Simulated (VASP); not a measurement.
Input of a VASP 6.6.1 run:

File INCAR:

```
ALGO = Normal
DIPOL = 0.5 0.5 0.500
EDIFF = 1E-6
EDIFFG = -0.03
ENCUT = 520
GGA = PE
IBRION = 2
IDIPOL = 3
ISIF = 2
ISMEAR = 0
LASPH = True
LCHARG = False
LDIPOL = True
LREAL = False
LWAVE = False
NELM = 80
NSW = 70
PREC = Accurate
SIGMA = 0.1
```

The input KPOINTS:

```
k-points
0
Gamma
  8 8 1
```

The input POSCAR:

```
Pb
1.0
    3.5647511668      0.0000000000      0.0000000000
    0.0000000000      3.5647511668      0.0000000000
    0.0000000000      0.0000000000     19.0413194465
Pb
3
Selective dynamics
Direct
    0.5000000000      0.5000000000      0.3676215831  F F F
    0.0000000000      0.0000000000      0.5000000000  T T T
    0.5000000000      0.5000000000      0.6323784169  T T T
```

Potentials or basis: VASP PAW PBE potentials, release 64 (Pb_d).

Run with:

```console
$ cat potpaw_PBE.64/Pb_d/POTCAR > POTCAR
$ mpirun -np 1 vasp_std > vasp.out
```

What does it give for the band gap on the k mesh?

Zero (bands 21 and 22 overlap by 3.37 eV).

Estimate the energy gained by relaxing.

7.4 meV/atom.

Final structure:
```yaml
crystal:
  lattice:
    - [3.56475, 0.00000, 0.00000]
    - [0.00000, 3.56475, 0.00000]
    - [0.00000, 0.00000, 19.04132]
  atoms:
    - { symbol: Pb, position: [0.50000, 0.50000, 0.36762] }
    - { symbol: Pb, position: [0.00000, 0.00000, 0.49396] }
    - { symbol: Pb, position: [0.50000, 0.50000, 0.62043] }
```

Caveat: spin-orbit coupling is left out, which moves the levels of the heavy elements.
